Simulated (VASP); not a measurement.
# TiB2 (P6/mmm) in VASP: vibrations by perturbation theory with PBE

Aim: the vibrations by perturbation theory of TiB2 with PBE.

Everything below comes from runs of VASP 6.6.1. Logs are shortened: lines on timing, memory, paths and dates and some standing lists are left out, and cuts for length are marked.

### Step 1. The cell of the first run

Symmetry: P6/mmm, No. 191, hexagonal system. Conventional cell: a = 3.033 Å, b = 3.033 Å, c = 3.224 Å, α = 90.00°, β = 90.00°, γ = 120.00°. Within 3.3 Å of Ti (site symmetry 6/mmm) lie 12 B at 2.38 Å and 8 Ti at 3.03 to 3.22 Å. Within 2.4 Å of B (site symmetry -6m2) lie 3 B at 1.75 Å and 6 Ti at 2.38 Å.

### Step 2. Vibrations by perturbation theory, PBE

The input, INCAR:

```
ALGO = Normal ; EDIFF = 1E-8
ENCUT = 520 ; GGA = PE
IBRION = 8 ; ISIF = 2
ISMEAR = -1 ; LASPH = T
LCHARG = T ; LREAL = F
LWAVE = F ; NBANDS = 16
NELM = 60 ; NSW = 1
PREC = Accurate ; SIGMA = 0.15
```

The input, KPOINTS:

```
k-points
0
Gamma
  15 15 12
```

The input, POSCAR:

```
TiB2
1.0
    3.0326555016      0.0000000029      0.0000000000
   -1.5163277533      2.6263567038      0.0000000000
    0.0000000000      0.0000000000      3.2239777347
Ti B
1 2
Direct
    0.0000000000      0.0000000000      0.0000000000
    0.3333333333      0.6666666667      0.5000000000
    0.6666666667      0.3333333333      0.5000000000
```

Potentials or basis: VASP PAW PBE potentials, release 64 (Ti_sv, B).

On the command line:

```console
$ cat potpaw_PBE.64/Ti_sv/POTCAR potpaw_PBE.64/B/POTCAR > POTCAR
$ mpirun -np 1 vasp_std > vasp.out
```

OUTCAR:

```text
EDIFF = 1E-8
   ENCUT = 520
   GGA = PE
   IBRION = 8
   ISIF = 2
   ISMEAR = -1
   LASPH = T
   LREAL = F
   NELM = 60
   NSW = 1
   PREC = Accurate

 ion  position               nearest neighbor table
   1  0.000  0.000  0.000-   2 2.38   3 2.38   2 2.38   3 2.38   2 2.38   2 2.38   3 2.38   3 2.38
                             3 2.38   3 2.38   2 2.38   2 2.38
   2  0.333  0.667  0.500-   3 1.75   3 1.75   3 1.75   1 2.38   1 2.38   1 2.38   1 2.38   1 2.38
                             1 2.38
   3  0.667  0.333  0.500-   2 1.75   2 1.75   2 1.75   1 2.38   1 2.38   1 2.38   1 2.38   1 2.38
                             1 2.38

  LATTYP: Found a hexagonal cell.
 ALAT       =     3.0326555016
 C/A-ratio  =     1.0630873612

  Lattice vectors:

 A1 = (   3.0326555016,   0.0000000029,   0.0000000000)
 A2 = (  -1.5163277533,   2.6263567038,   0.0000000000)
 A3 = (   0.0000000000,   0.0000000000,   3.2239777347)

Analysis of symmetry for initial positions (statically):
=====================================================================
 Subroutine PRICEL returns:
 Original cell was already a primitive cell.

 Routine SETGRP: Setting up the symmetry group for a
 hexagonal supercell.

 Subroutine GETGRP returns: Found 24 space group operations
 (whereof 24 operations were pure point group operations)
 out of a pool of 24 trial point group operations.

The static configuration has the point symmetry D_6h.

Analysis of symmetry for dynamics (positions and initial velocities):
=====================================================================
 Subroutine PRICEL returns:
 Original cell was already a primitive cell.

 Routine SETGRP: Setting up the symmetry group for a
 hexagonal supercell.

 Subroutine GETGRP returns: Found 24 space group operations
 (whereof 24 operations were pure point group operations)
 out of a pool of 24 trial point group operations.

The dynamic configuration has the point symmetry D_6h.

 Subroutine INISYM returns: Found 24 space group operations
 (whereof 24 operations are pure point group operations),
 and found     1 'primitive' translations

----------------------------------------------------------------------------------------

                                     Primitive cell

  volume of cell :      25.6785

  direct lattice vectors                    reciprocal lattice vectors
     3.032655502  0.000000003  0.000000000     0.329744014  0.190377796  0.000000000
    -1.516327753  2.626356704  0.000000000    -0.000000000  0.380755591  0.000000000
     0.000000000  0.000000000  3.223977735     0.000000000  0.000000000  0.310175839

  length of vectors
     3.032655502  3.032655502  3.223977735     0.380755591  0.380755591  0.310175839

  position of ions in fractional coordinates (direct lattice)
     0.000000000  0.000000000  0.000000000
     0.333333333  0.666666667  0.500000000
     0.666666667  0.333333333  0.500000000

  ion indices of the primitive-cell ions
   primitive index   ion index
                 1           1
                 2           2
                 3           3

----------------------------------------------------------------------------------------

 KPOINTS: k-points

Automatic generation of k-mesh.
 Grid dimensions read from file:
 generate k-points for:   15   15   12

[... 99 lines left out ...]
   NGX = 11   NGY = 11   NGZ = 11

--------------------------------------- Ionic step        1  -------------------------------------------

 number of electron      18.0000001 magnetization

 Free energy of the ion-electron system (eV)
  ---------------------------------------------------
  ext. energy  EPLUGINS =         0.00000000
  ---------------------------------------------------
  free energy    TOTEN  =       -24.44374954 eV

  energy without entropy =      -24.41268413  energy(sigma->0) =      -24.42821684

 E-fermi :   9.9827     XC(G=0): -12.7646

 val. band max:        9.9758779770   @ k =   0.2667   0.2000   0.0000
 cond. band min:      10.0122449555   @ k =   0.0667   0.0000   0.2500
 fundamental gap:      0.0363669785
 Fermi energy:         9.9826590879

 k-point     1 :       0.0000    0.0000    0.0000
  band No.  band energies     occupation
      1     -46.9627      2.00000
      2     -23.3128      2.00000
      3     -23.0024      2.00000
      4     -23.0024      2.00000
      5      -3.5097      2.00000
      6       7.3747      2.00000
[... 433 lines left out ...]
      3     -23.2392      2.00000
      4     -23.1829      2.00000
      5       1.0754      2.00000
      6       1.1946      2.00000
[... 8 lines left out ...]
     15      18.7743      0.00000
     16      19.8887      0.00000

 [... further k-points ...]

------------------------ aborting loop because EDIFF is reached ----------------------------------------

  FORCE on cell =-STRESS in cart. coord.  units (eV):
  Direction    XX          YY          ZZ          XY          YZ          ZX
  --------------------------------------------------------------------------------------
  -------------------------------------------------------------------------------------
  Total        0.0316174      0.0316174      0.0320520      0.0000000     -0.0000000     -0.0000000
  in kB        1.9727299      1.9727299      1.9998456      0.0000000     -0.0000000     -0.0000000
  external PRESSURE =       1.9817685 kB  Pullay stress =       0.0000000 kB

 VOLUME and BASIS-vectors are now :
 -----------------------------------------------------------------------------
  energy-cutoff  :      520.00
  volume of cell :       25.68
      direct lattice vectors                 reciprocal lattice vectors
     3.032655502  0.000000003  0.000000000     0.329744014  0.190377796  0.000000000
    -1.516327753  2.626356704  0.000000000    -0.000000000  0.380755591  0.000000000
     0.000000000  0.000000000  3.223977735     0.000000000  0.000000000  0.310175839

 POSITION                                       TOTAL-FORCE (eV/Angst)
 -----------------------------------------------------------------------------------
      0.00000      0.00000      0.00000        -0.000000      0.000000      0.000000
     -0.00000      1.75090      1.61199         0.000000      0.000000     -0.000000
      1.51633      0.87545      1.61199        -0.000000     -0.000000      0.000000
 -----------------------------------------------------------------------------------
    total drift:                               -0.000000      0.000000      0.000000

  FREE ENERGIE OF THE ION-ELECTRON SYSTEM (eV)
  ---------------------------------------------------
  free  energy   TOTEN  =       -24.4437495442 eV

  energy  without entropy=      -24.4126841281  energy(sigma->0) =      -24.42821684

[... ionic steps 2 to 3 ...]

--------------------------------------- Ionic step        4  -------------------------------------------

------------------------ aborting loop because EDIFF is reached ----------------------------------------
[... 11 lines left out ...]
[... ionic steps 8 to 8 ...]

--------------------------------------- Ionic step        9  -------------------------------------------

 Free energy of the ion-electron system (eV)
  ---------------------------------------------------
  ---------------------------------------------------
  free energy    TOTEN  =        -0.04488402 eV

  energy without entropy =       -0.04488402

------------------------ aborting loop because EDIFF is reached ----------------------------------------

 INTERNAL STRAIN TENSOR  FOR ION    2  DIRECTION 3   (eV/Angst):
 -----------------------------------------------------------------------------
    -0.00126 -0.00000 -0.00000
    -0.00000 -0.00126  0.00000
    -0.00000 -0.00000 -0.00187

 INTERNAL STRAIN TENSOR FOR ION    3 for displacements in x,y,z  (eV/Angst):
          X           Y           Z          XY          YZ          ZX
  --------------------------------------------------------------------------------
  x    -0.00000     0.00000    -0.00000     3.06634     0.00000     0.00000
  y     3.06634    -3.06634     0.00000     0.00000     0.00000     0.00000
  z     0.00000     0.00000     0.00000     0.00000    -0.00000     0.00000

 SECOND DERIVATIVES (NOT SYMMETRIZED)
 ------------------------------------
               1X          1Y          1Z          2X          2Y          2Z          3X          3Y          3Z
  1X   -14.246033   -0.000000    0.000000    7.123017    0.000000    0.000000    7.123017    0.000000    0.000000
  1Y    -0.000000  -14.246033    0.000000    0.000000    7.123017    0.000000    0.000000    7.123017    0.000000
  1Z     0.000000    0.000000  -14.411292    0.000000    0.000000    7.205646    0.000000    0.000000    7.205646
  2X     7.107483    0.000000    0.000000  -19.191607   -0.000000    0.000000   12.084124    0.000000    0.000000
  2Y     0.000000    7.107483    0.000000   -0.000000  -19.191607    0.000000    0.000000   12.084124    0.000000
  2Z     0.000000   -0.000000    7.170146   -0.000000    0.000000   -9.711356    0.000000    0.000000    2.541210
  3X     7.107483    0.000000    0.000000   12.084124    0.000000    0.000000  -19.191607   -0.000000    0.000000
  3Y     0.000000    7.107483    0.000000    0.000000   12.084124    0.000000   -0.000000  -19.191607    0.000000
  3Z     0.000000   -0.000000    7.170146    0.000000    0.000000    2.541210   -0.000000    0.000000   -9.711356

 Eigenvectors and eigenvalues of the dynamical matrix
 ----------------------------------------------------

   1 f  =   26.590195 THz   167.071123 2PiTHz  886.953438 cm-1   109.968161 meV
             X         Y         Z           dx          dy          dz
      0.000000  0.000000  0.000000     0.000000   -0.000000    0.000000
     -0.000000  1.750904  1.611989     0.704171    0.064363   -0.000000
      1.516328  0.875452  1.611989    -0.704171   -0.064363    0.000000
[... 43 lines left out ...]
   9 f/i=    0.017566 THz     0.110369 2PiTHz    0.585930 cm-1     0.072646 meV
             X         Y         Z           dx          dy          dz
      0.000000  0.000000  0.000000     0.000000    0.000000    0.829362
     -0.000000  1.750904  1.611989     0.000000    0.000000    0.395069
      1.516328  0.875452  1.611989     0.000000    0.000000    0.395069

--------------------------------------------------------------------------------------------------------

 ELASTIC MODULI CONTR FROM IONIC RELAXATION (kBar)
 Direction    XX          YY          ZZ          XY          YZ          ZX
 --------------------------------------------------------------------------------
 XX         -37.5149     37.5149     -0.0000     -0.0000     -0.0000      0.0000
 YY          37.5149    -37.5149      0.0000     -0.0000      0.0000     -0.0000
 ZZ          -0.0000      0.0000     -0.0000      0.0000      0.0000     -0.0000
 XY          -0.0000     -0.0000      0.0000    -37.5149     -0.0000      0.0000
 YZ          -0.0000      0.0000      0.0000     -0.0000     -0.0000      0.0000
 ZX           0.0000     -0.0000     -0.0000      0.0000      0.0000     -0.0000
 --------------------------------------------------------------------------------
```

Run time: 23 min. Hardware: 1 thread of AMD EPYC 7R43 (Zen 3), shared host; peak memory 0.69 GiB.

Results:

```
Highest phonon frequency at Γ : 887 cm⁻¹
```

Phonon frequencies in cm⁻¹ (negative: imaginary):
```csv
q point,frequencies
"(0.000, 0.000, 0.000)",-1 0 0 510 510 512 555 887 887
```
